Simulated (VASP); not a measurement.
Input of a VASP 6.6.1 run:

File INCAR:

```
PREC = Accurate ; ENCUT = 520
EDIFF = 1E-7 ; ISMEAR = 0
SIGMA = 0.05 ; LREAL = False
LASPH = True ; NELM = 80
ALGO = Normal ; ISIF = 2
LWAVE = False ; LCHARG = False
LDIPOL = True ; IDIPOL = 3
DIPOL = 0.5 0.5 0.420 ; GGA = PE
IVDW = 12 ; NBANDS = 35
```

KPOINTS

```
regular mesh
0
Gamma
  9 9 1
```

The input POSCAR:

```
WSe2
1.0
    3.2854929709      0.0000000000      0.0000000000
   -1.6427464855      2.8453203767      0.0000000000
    0.0000000000      0.0000000000     24.2386466774
Se W
4 2
Direct
    0.3333333333      0.6666666667      0.1856539294
    0.3333333333      0.6666666667      0.3246601777
    0.5555555556      0.4444444444      0.5148523144
    0.5555555556      0.4444444444      0.6538585627
    0.6666666667      0.3333333333      0.2551570536
    0.8888888889      0.1111111111      0.5843554385
```

Potentials or basis: VASP PAW PBE potentials, release 64 (Se, W_sv).

Run with:

```bash
$ cat potpaw_PBE.64/Se/POTCAR potpaw_PBE.64/W_sv/POTCAR > POTCAR
$ mpirun -np 1 vasp_std > vasp.out
```

Q: Predict the band gap on the k mesh.

A: 1.65 eV (least direct gap 1.67 eV).

Q: What does it give for the largest force?

A: 0.114 eV/Å.

Q: Predict the dispersion energy per atom.

A: -0.362 eV.

Forces on the atoms (eV/Å):
```
Se   0.000  0.000 -0.043
Se  -0.001  0.000  0.114
Se   0.000  0.000 -0.114
Se   0.000  0.000  0.043
W    0.000  0.000  0.023
W    0.000  0.000 -0.023
```

Caveat: the cell differs from its parent crystal (layers slid over each other); spin-orbit coupling is left out, which moves the levels of the heavy elements.
